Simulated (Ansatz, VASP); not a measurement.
# Two plane-wave programs on HfN

```xyz
2
Lattice="0.0000 2.2559 2.2559 2.2559 0.0000 2.2559 2.2559 2.2559 0.0000" Properties=species:S:1:pos:R:3 pbc="T T T"
Hf    0.0000    0.0000    0.0000
N     2.2559    2.2559    2.2559
```

Alike in both runs: task relaxation of cell and atoms; functional LDA; k mesh 16 × 16 × 16; occupations gaussian, width 0.1 eV; no spin polarisation.

|  | VASP | Ansatz |
| --- | --- | --- |
| version | VASP 6.6.1 | Ansatz 0.2.0 |
| potentials or method | VASP PAW LDA potentials, release 64 (Hf_pv, N), cutoff 600 eV | scalar-relativistic, plane waves, PAW |
| valence electrons in the cell | 15 | 31 |

VASP gave:

```
gap on the k mesh at the Fermi level, each at its own relaxed structure (eV) : none
relaxed volume (Å³/atom)                                                     : 11.10
relaxed cell length with the largest relative difference (Å)                 : 3.155
```

Q: Which values does Ansatz return?

A: gap on the k mesh at the Fermi level, each at its own relaxed structure (eV): none; relaxed volume (Å³/atom): 11.15; relaxed cell length with the largest relative difference (Å): 3.160.

Ansatz warns that its potentials were made for another functional, while VASP's fit it. LDA's correlation is that of Perdew and Zunger in VASP and of Perdew and Wang (1992) in Ansatz. A gap of «none» marks a metal or a gap that the smearing closes. VASP's potentials hold 15 valence electrons a cell and Ansatz's 31, so a difference there can come from the potentials and not from the codes.

Neither program's run includes spin-orbit coupling.
